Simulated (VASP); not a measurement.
Runs of VASP 6.6.1 on PbO (rock salt type). The structure is that of space group Fm-3m (No. 225), or close to it. The cells are those of the table. 

| cell | gap on the mesh (eV) | pressure (GPa) |
| --- | --- | --- |
| a = 3.661 Å, angles 60.0°, 2 atoms | 0.38 | 2.5 |
| a = 3.736 Å, angles 60.0°, 2 atoms | 0.56 | -3.4 |
| a = 3.699 Å, angles 60.0°, 2 atoms | (b) | -0.7 |
| a = 3.773 Å, angles 60.0°, 2 atoms | 0.64 | (a) |
| a = 3.622 Å, angles 60.0°, 2 atoms | 0.28 | (c) |

Alike in all rows: task single point; level r2SCAN; potentials or basis VASP PAW PBE potentials, release 64 (Pb_d, O); no spin polarisation; k mesh 11 × 11 × 11; cutoff (eV) 520; smearing fermi-dirac 0.1 eV.

Problem. Estimate the missing entries.

Solution. (a) -5.7; (b) 0.48; (c) 6.3.

Caveats: the PAW data sets were made with another functional, which shifts forces and pressure a little; spin-orbit coupling is left out, which moves the levels of the heavy elements; an odd mesh through Γ misses points on the zone boundary, where band edges can lie; the cell stands under tension (at least some runs); the cell stands under pressure (at least some runs).

A k mesh can miss the band edges, and the runs leave out spin-orbit coupling on Pb.
